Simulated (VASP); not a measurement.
# N in VASP: further runs

Runs on N. Level: PBEsol. Tasks: electric field gradients.

Everything below comes from runs of VASP 6.6.1. Logs are shortened: lines on timing, memory, paths and dates and some standing lists are left out, and cuts for length are marked.

**1. The cell of the first run**

Symmetry: P2_13, No. 198, cubic system. The conventional cell has a = 5.760 Å, b = 5.760 Å, c = 5.760 Å, α = 90.00°, β = 90.00°, γ = 90.00°. N (site symmetry 3) has 12 N at 3.85 to 4.34 Å within 5.1 Å.

**2. Electric field gradients, PBEsol (47.77 Å³/atom)**

File INCAR:

```
SYSTEM = N
PREC = Accurate
ENCUT = 520
EDIFF = 1E-8
ISMEAR = -1
SIGMA = 0.02
LREAL = .FALSE.
LASPH = .TRUE.
NELM = 100
ALGO = Normal
ISIF = 2
LWAVE = .FALSE.
LCHARG = .FALSE.
GGA = PS
LEFG = .TRUE.
NBANDS = 18
```

File KPOINTS:

```
Automatic mesh
0
G
  4 4 4
  0 0 0
```

File POSCAR:

```
N
1.0
    5.7597928339      0.0000000000      0.0000000000
    0.0000000000      5.7597928339      0.0000000000
    0.0000000000      0.0000000000      5.7597928339
N
4
Direct
    0.0300000000      0.0300000000      0.0300000000
    0.4700000000      0.9700000000      0.5300000000
    0.5300000000      0.4700000000      0.9700000000
    0.9700000000      0.5300000000      0.4700000000
```

Potentials or basis: VASP PAW PBE potentials, release 64 (N).

The run is started by

```
cat potpaw_PBE.64/N/POTCAR > POTCAR
mpirun -np 1 vasp_std > vasp.out
```

OUTCAR:

```text
SYSTEM = N
   PREC = Accurate
   ENCUT = 520
   EDIFF = 1E-8
   ISMEAR = -1
   LREAL = .FALSE.
   LASPH = .TRUE.
   NELM = 100
   ISIF = 2
   GGA = PS

 ion  position               nearest neighbor table
   1  0.030  0.030  0.030-
   2  0.470  0.970  0.530-
   3  0.530  0.470  0.970-
   4  0.970  0.530  0.470-

  LATTYP: Found a simple cubic cell.
 ALAT       =     5.7597928339

  Lattice vectors:

 A1 = (   5.7597928339,   0.0000000000,   0.0000000000)
 A2 = (   0.0000000000,   5.7597928339,   0.0000000000)
 A3 = (   0.0000000000,   0.0000000000,   5.7597928339)

Analysis of symmetry for initial positions (statically):
=====================================================================
 Subroutine PRICEL returns:
 Original cell was already a primitive cell.

 Routine SETGRP: Setting up the symmetry group for a
 simple cubic supercell.

 Subroutine GETGRP returns: Found 12 space group operations
 (whereof  3 operations were pure point group operations)
 out of a pool of 48 trial point group operations.

The static configuration has the point symmetry C_3 .
 The point group associated with its full space group is T   .

Analysis of symmetry for dynamics (positions and initial velocities):
=====================================================================
 Subroutine PRICEL returns:
 Original cell was already a primitive cell.

 Routine SETGRP: Setting up the symmetry group for a
 simple cubic supercell.

 Subroutine GETGRP returns: Found 12 space group operations
 (whereof  3 operations were pure point group operations)
 out of a pool of 48 trial point group operations.

The dynamic configuration has the point symmetry C_3 .
 The point group associated with its full space group is T   .

 Subroutine INISYM returns: Found 12 space group operations
 (whereof  3 operations are pure point group operations),
 and found     1 'primitive' translations

----------------------------------------------------------------------------------------

[... 124 lines left out ...]
  ext. energy  EPLUGINS =         0.00000000
  ---------------------------------------------------
  free energy    TOTEN  =        -2.30146256 eV

  energy without entropy =       -2.25818656  energy(sigma->0) =       -2.27982456

 E-fermi :  -5.5461     XC(G=0):  -4.9135

 val. band max:       -5.5688352117   @ k =   0.0000   0.0000   0.0000
 cond. band min:      -5.5448061042   @ k =   0.5000   0.5000   0.0000
 fundamental gap:      0.0240291075
 Fermi energy:        -5.5461048556

 k-point     1 :       0.0000    0.0000    0.0000
  band No.  band energies     occupation
      1     -17.1760      2.00000
      2     -17.0087      2.00000
      3     -17.0087      2.00000
      4     -17.0087      2.00000
      5      -5.9653      2.00000
      6      -5.9653      2.00000
[... 208 lines left out ...]
      5      -6.0425      2.00000
      6      -6.0425      2.00000
[... 10 lines left out ...]
     17       3.9701      0.00000
     18       3.9701      0.00000

------------------------ aborting loop because EDIFF is reached ----------------------------------------

  FORCE on cell =-STRESS in cart. coord.  units (eV):
  Direction    XX          YY          ZZ          XY          YZ          ZX
  --------------------------------------------------------------------------------------
  -------------------------------------------------------------------------------------
  Total       -4.2644729     -4.2644729     -4.2644729     -0.0000000     -0.0000000     -0.0000000
  in kB      -35.7565291    -35.7565291    -35.7565291     -0.0000000     -0.0000000     -0.0000000
  external PRESSURE =     -35.7565291 kB  Pullay stress =       0.0000000 kB

 VOLUME and BASIS-vectors are now :
 -----------------------------------------------------------------------------
  energy-cutoff  :      520.00
  volume of cell :      191.08
      direct lattice vectors                 reciprocal lattice vectors
     5.759792834  0.000000000  0.000000000     0.173617355  0.000000000  0.000000000
     0.000000000  5.759792834  0.000000000     0.000000000  0.173617355  0.000000000
     0.000000000  0.000000000  5.759792834     0.000000000  0.000000000  0.173617355

 POSITION                                       TOTAL-FORCE (eV/Angst)
 -----------------------------------------------------------------------------------
      0.17279      0.17279      0.17279         0.204507      0.204507      0.204507
      2.70710      5.58700      3.05269        -0.204507     -0.204507      0.204507
      3.05269      2.70710      5.58700         0.204507     -0.204507     -0.204507
      5.58700      3.05269      2.70710        -0.204507      0.204507     -0.204507
 -----------------------------------------------------------------------------------
    total drift:                                0.000000      0.000000      0.000000

  FREE ENERGIE OF THE ION-ELECTRON SYSTEM (eV)
  ---------------------------------------------------
  free  energy   TOTEN  =        -2.3014625629 eV

  energy  without entropy=       -2.2581865576  energy(sigma->0) =       -2.27982456

 Electric field gradients (V/A^2)
---------------------------------------------------------------------
 ion       V_xx      V_yy      V_zz      V_xy      V_xz      V_yz
---------------------------------------------------------------------
   1      -0.000     0.000    -0.000    -2.757    -2.757    -2.757
   2       0.000     0.000    -0.000    -2.757     2.757     2.757
   3      -0.000     0.000    -0.000     2.757     2.757    -2.757
   4       0.000     0.000    -0.000     2.757    -2.757     2.757
---------------------------------------------------------------------

 Electric field gradients after diagonalization (V/A^2)
 (convention: |V_zz| > |V_xx| > |V_yy|)
----------------------------------------------------------------------
 ion       V_xx      V_yy      V_zz     asymmetry (V_yy - V_xx)/ V_zz
----------------------------------------------------------------------
   1       2.757     2.757    -5.514       0.000
   2       2.757     2.757    -5.514       0.000
   3       2.757     2.757    -5.514       0.000
   4       2.757     2.757    -5.514       0.000
----------------------------------------------------------------------

           NMR quadrupolar parameters

 Cq : quadrupolar parameter    Cq=e*Q*V_zz/h
 eta: asymmetry parameters     (V_yy - V_xx)/ V_zz
 Q  : nuclear electric quadrupole moment in mb (millibarn)
----------------------------------------------------------------------
 ion       Cq(MHz)       eta       Q (mb)
----------------------------------------------------------------------
   1      -0.013       0.000       1.000
   2      -0.013       0.000       1.000
   3      -0.013       0.000       1.000
   4      -0.013       0.000       1.000
----------------------------------------------------------------------
```

OSZICAR:

```text
N       E                     dE             d eps       ncg     rms          rms(c)
DAV:   1     0.983237643315E+02    0.98324E+02   -0.70909E+03   396   0.830E+02
DAV:   2     0.692198128533E+01   -0.91402E+02   -0.89776E+02   622   0.165E+02
DAV:   3    -0.210832365995E+01   -0.90303E+01   -0.86175E+01   422   0.536E+01
DAV:   4    -0.239167200089E+01   -0.28335E+00   -0.27783E+00   434   0.976E+00
DAV:   5    -0.239979078383E+01   -0.81188E-02   -0.81099E-02   466   0.158E+00    0.186E+00
DAV:   6    -0.230173355136E+01    0.98057E-01   -0.29073E-01   416   0.250E+00    0.578E-01
DAV:   7    -0.229819192733E+01    0.35416E-02   -0.37901E-02   550   0.854E-01    0.401E-01
DAV:   8    -0.229911383336E+01   -0.92191E-03   -0.27322E-03   428   0.233E-01    0.141E-01
DAV:   9    -0.230138436079E+01   -0.22705E-02   -0.18566E-03   404   0.266E-01    0.257E-02
DAV:  10    -0.230141708835E+01   -0.32728E-04   -0.29085E-05   560   0.276E-02    0.144E-02
DAV:  11    -0.230146135224E+01   -0.44264E-04   -0.41614E-05   410   0.379E-02    0.208E-03
DAV:  12    -0.230146222553E+01   -0.87330E-06   -0.24929E-06   588   0.753E-03    0.119E-03
DAV:  13    -0.230146249158E+01   -0.26604E-06   -0.38632E-07   424   0.342E-03    0.478E-04
DAV:  14    -0.230146251587E+01   -0.24296E-07   -0.20445E-08   264   0.100E-03    0.218E-04
DAV:  15    -0.230146256623E+01   -0.50359E-07   -0.20952E-08   316   0.791E-04    0.878E-05
DAV:  16    -0.230146256285E+01    0.33801E-08   -0.69373E-10   236   0.163E-04
   1 F= -.23014626E+01 E0= -.22798246E+01  d E =-.432760E-01
```

Wall time 38 s (1 thread of Intel Xeon Platinum 8259CL at 2.50GHz (Skylake/Cascade Lake), shared host); peak memory 0.31 GiB.

Results:

| Quantity | Value |
| --- | --- |
| Free energy | -2.3015 eV |
| Pressure | -3.6 GPa |
| Largest force | 0.354 eV/Å |
| Band gap on the k mesh | zero (bands 10 and 11 overlap by 0.14 eV) |
| Largest electric field gradient by atom | N -5.5 V/Å² |

Forces in eV/Å, atoms in the order of the input:
```
N    0.205  0.205  0.205
N   -0.205 -0.205  0.205
N    0.205 -0.205 -0.205
N   -0.205  0.205 -0.205
```

Levels at points of the mesh, in eV from the Fermi level:
```
           k point  band 8  band 9  band 10  band 11  band 12  band 13
(0.00, 0.00, 0.00)   -0.02   -0.02    -0.02     0.01     0.01     0.05
(0.50, 0.00, 0.00)   -0.23   -0.14    -0.14     0.02     0.02     0.13
(0.50, 0.50, 0.00)   -0.28   -0.13    -0.13     0.00     0.00     0.16
(0.50, 0.50, 0.50)   -0.50    0.14     0.14     0.14     0.14     0.16
```

Electric field gradients, principal values (V/Å²):
| atom | least | middle | greatest (by size) |
| --- | --- | --- | --- |
| 1 N | 2.757 | 2.757 | -5.514 |
| 2 N | 2.757 | 2.757 | -5.514 |
| 3 N | 2.757 | 2.757 | -5.514 |
| 4 N | 2.757 | 2.757 | -5.514 |

Caveat: the cell stands under tension; without QUAD_EFG the Cq values of the log hold for a quadrupole moment of 1 mb, not for the nuclei; the PAW data sets were made with another functional, which shifts forces and pressure a little.

**3. Electric field gradients, PBEsol (zz strain of -2 %)**

File INCAR:

```
ALGO = Normal
EDIFF = 1E-8
ENCUT = 520
GGA = PS
ISIF = 2
ISMEAR = -1
LASPH = True
LCHARG = False
LEFG = True
LREAL = False
LWAVE = False
NBANDS = 18
NELM = 80
PREC = Accurate
SIGMA = 0.02
```

File KPOINTS:

```
k-points
0
Gamma
  4 4 4
```

File POSCAR:

```
N
1.0
    5.6490000000      0.0000000000      0.0000000000
    0.0000000000      5.6490000000      0.0000000000
    0.0000000000      0.0000000000      5.5360200000
N
4
Direct
    0.0300000000      0.0300000000      0.0300000000
    0.4700000000      0.9700000000      0.5300000000
    0.5300000000      0.4700000000      0.9700000000
    0.9700000000      0.5300000000      0.4700000000
```

Potentials or basis: VASP PAW PBE potentials, release 64 (N).

The run is started by

```
cat potpaw_PBE.64/N/POTCAR > POTCAR
mpirun -np 1 vasp_std > vasp.out
```

OUTCAR:

```text
EDIFF = 1E-8
   ENCUT = 520
   GGA = PS
   ISIF = 2
   ISMEAR = -1
   LASPH = True
   LREAL = False
   NELM = 80
   PREC = Accurate

 ion  position               nearest neighbor table
   1  0.030  0.030  0.030-
   2  0.470  0.970  0.530-
   3  0.530  0.470  0.970-
   4  0.970  0.530  0.470-

  LATTYP: Found a simple tetragonal cell.
 ALAT       =     5.6490000000
 C/A-ratio  =     0.9800000000

  Lattice vectors:

 A1 = (   5.6490000000,   0.0000000000,   0.0000000000)
 A2 = (   0.0000000000,   5.6490000000,   0.0000000000)
 A3 = (   0.0000000000,   0.0000000000,   5.5360200000)

Analysis of symmetry for initial positions (statically):
=====================================================================
 Subroutine PRICEL returns:
 Original cell was already a primitive cell.

 Routine SETGRP: Setting up the symmetry group for a
 simple tetragonal supercell.
[... 705 lines left out ...]
 -----------------------------------------------------------------------------------
      0.16947      0.16947      0.16608         0.253217      0.203469      0.246443
      2.65503      5.47953      2.93409        -0.253217     -0.203469      0.246443
      2.99397      2.65503      5.36994         0.253217     -0.203469     -0.246443
      5.47953      2.99397      2.60193        -0.253217      0.203469     -0.246443
 -----------------------------------------------------------------------------------
    total drift:                                0.000000      0.000000      0.000000

  FREE ENERGIE OF THE ION-ELECTRON SYSTEM (eV)
  ---------------------------------------------------
  free  energy   TOTEN  =        -2.6544228425 eV

  energy  without entropy=       -2.6171965280  energy(sigma->0) =       -2.63580969

 Electric field gradients (V/A^2)
---------------------------------------------------------------------
 ion       V_xx      V_yy      V_zz      V_xy      V_xz      V_yz
---------------------------------------------------------------------
   1      -0.150     0.159    -0.009    -3.204    -2.947    -3.210
   2      -0.150     0.159    -0.009    -3.204     2.947     3.210
   3      -0.150     0.159    -0.009     3.204     2.947    -3.210
   4      -0.150     0.159    -0.009     3.204    -2.947     3.210
---------------------------------------------------------------------

 Electric field gradients after diagonalization (V/A^2)
 (convention: |V_zz| > |V_xx| > |V_yy|)
----------------------------------------------------------------------
 ion       V_xx      V_yy      V_zz     asymmetry (V_yy - V_xx)/ V_zz
----------------------------------------------------------------------
   1       3.377     2.864    -6.241       0.082
   2       3.377     2.864    -6.241       0.082
   3       3.377     2.864    -6.241       0.082
   4       3.377     2.864    -6.241       0.082
----------------------------------------------------------------------

           NMR quadrupolar parameters

 Cq : quadrupolar parameter    Cq=e*Q*V_zz/h
 eta: asymmetry parameters     (V_yy - V_xx)/ V_zz
 Q  : nuclear electric quadrupole moment in mb (millibarn)
----------------------------------------------------------------------
 ion       Cq(MHz)       eta       Q (mb)
----------------------------------------------------------------------
   1      -0.015       0.082       1.000
   2      -0.015       0.082       1.000
   3      -0.015       0.082       1.000
   4      -0.015       0.082       1.000
----------------------------------------------------------------------
```

stdout:

```text
POSCAR found type information on POSCAR N
 POSCAR found :  1 types and       4 ions
 scaLAPACK will be used
 -----------------------------------------------------------------------------
|                                                                             |
|                                                                             |
|     You enforced a specific xc type in the INCAR file but a different       |
|     I HOPE YOU KNOW WHAT YOU ARE DOING!                                     |
|                                                                             |
 -----------------------------------------------------------------------------

 LDA part: xc-table for (Slater+PW92), standard interpolation
 POSCAR, INCAR and KPOINTS ok, starting setup
 FFT: planning ... GRIDC
 FFT: planning ... GRID_SOFT
 FFT: planning ... GRID
 WAVECAR not read
 entering main loop
ion   1
     0.0000281     1.3935595     1.3966316     0.0060128     1.2814883     0.0670409
     0.0000381     1.3935595     1.3966316     0.0060128     1.2814883     0.0670409
     0.0000517     1.3935595     1.3966315     0.0060128     1.2814883     0.0670409
     0.0000701     1.3935595     1.3966315     0.0060128     1.2814883     0.0670408
[... 34 lines left out ...]
     0.0000281    -2.9919332    -2.9961815     0.0057787     2.7515595     0.1436392
     0.0000381    -2.9919329    -2.9961812     0.0057787     2.7515593     0.1436392
     0.0000517    -2.9919324    -2.9961807     0.0057787     2.7515588     0.1436392
     0.0000701    -2.9919316    -2.9961798     0.0057787     2.7515581     0.1436391
```

It took 71 s on 1 thread of Intel Xeon Platinum 8259CL at 2.50GHz (Skylake/Cascade Lake), shared host; peak memory 0.27 GiB.

What came out:

```yaml
Free_energy: -2.6544 eV
Pressure: -4.4 GPa
Largest_force: 0.408 eV/Å
Band_gap_on_the_k_mesh: zero (bands 10 and 11 overlap by 0.16 eV)
Largest_electric_field_gradient_by_atom: N -6.2 V/Å²
```

Forces in eV/Å, atoms in the order of the input:
```
N    0.253  0.203  0.246
N   -0.253 -0.203  0.246
N    0.253 -0.203 -0.246
N   -0.253  0.203 -0.246
```

Levels at points of the mesh, in eV from the Fermi level:
| k point | band 8 | band 9 | band 10 | band 11 | band 12 | band 13 |
| --- | --- | --- | --- | --- | --- | --- |
| (0.00, 0.00, 0.00) | -0.04 | -0.03 | -0.01 | 0.00 | 0.02 | 0.06 |
| (0.50, 0.00, 0.00) | -0.27 | -0.17 | -0.17 | 0.02 | 0.02 | 0.14 |
| (0.00, 0.50, 0.00) | -0.28 | -0.17 | -0.17 | 0.02 | 0.02 | 0.15 |
| (0.50, 0.50, 0.00) | -0.32 | -0.15 | -0.15 | 0.00 | 0.00 | 0.17 |
| (0.00, 0.00, 0.50) | -0.27 | -0.17 | -0.17 | 0.02 | 0.02 | 0.14 |
| (0.50, 0.00, 0.50) | -0.34 | -0.15 | -0.15 | 0.00 | 0.00 | 0.19 |
| (0.00, 0.50, 0.50) | -0.33 | -0.15 | -0.15 | -0.01 | -0.01 | 0.19 |
| (0.50, 0.50, 0.50) | -0.58 | 0.16 | 0.16 | 0.16 | 0.16 | 0.19 |

Electric field gradients, principal values (V/Å²):
| atom | least | middle | greatest (by size) |
| --- | --- | --- | --- |
| 1 N | 2.864 | 3.377 | -6.241 |
| 2 N | 2.864 | 3.377 | -6.241 |
| 3 N | 2.864 | 3.377 | -6.241 |
| 4 N | 2.864 | 3.377 | -6.241 |

Caveat: the cell differs from its parent crystal (zz strain of -2 %); the cell stands under tension; without QUAD_EFG the Cq values of the log hold for a quadrupole moment of 1 mb, not for the nuclei; the PAW data sets were made with another functional, which shifts forces and pressure a little.

[end of part 1 of 2]
